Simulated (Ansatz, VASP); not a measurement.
# Mg4O in VASP and in Ansatz

```
Mg O
1.0
     4.41577    0.00000    0.00000
     0.00000    4.41577    0.00000
     0.00000    0.00000    4.41577
Mg O
4 1
Direct
  0.50000 0.00000 0.00000
  0.00000 0.50000 0.00000
  0.00000 0.00000 0.50000
  0.50000 0.50000 0.50000
  0.00000 0.00000 0.00000
```

Change from the starting cell: species swapped into the Co4N type (Pm-3m, No. 221).

Alike in both runs: task single point; functional PBE; k mesh 4 × 4 × 4; occupations gaussian, width 0.1 eV; collinear spin.

|  | VASP | Ansatz |
| --- | --- | --- |
| version | VASP 6.6.1 | Ansatz 0.2.0 |
| potentials or method | VASP PAW PBE potentials, release 64 (Mg, O), cutoff 520 eV | scalar-relativistic, plane waves, PAW |
| valence electrons in the cell | 14 | 46 |

|  | VASP | Ansatz | Ansatz less VASP |
| --- | --- | --- | --- |
| gap on the k mesh at the Fermi level (eV) | none | none | - |
| pressure (GPa) | 0.1 | 0.3 | +0.28 |
| net moment per atom (μB) | 0.00 | 0.00 | 0.000 |

A gap of «none» marks a metal or a gap that the smearing closes. VASP's potentials hold 14 valence electrons a cell and Ansatz's 46, so a difference there can come from the potentials and not from the codes. Ansatz's warnings: seeded moment not kept.
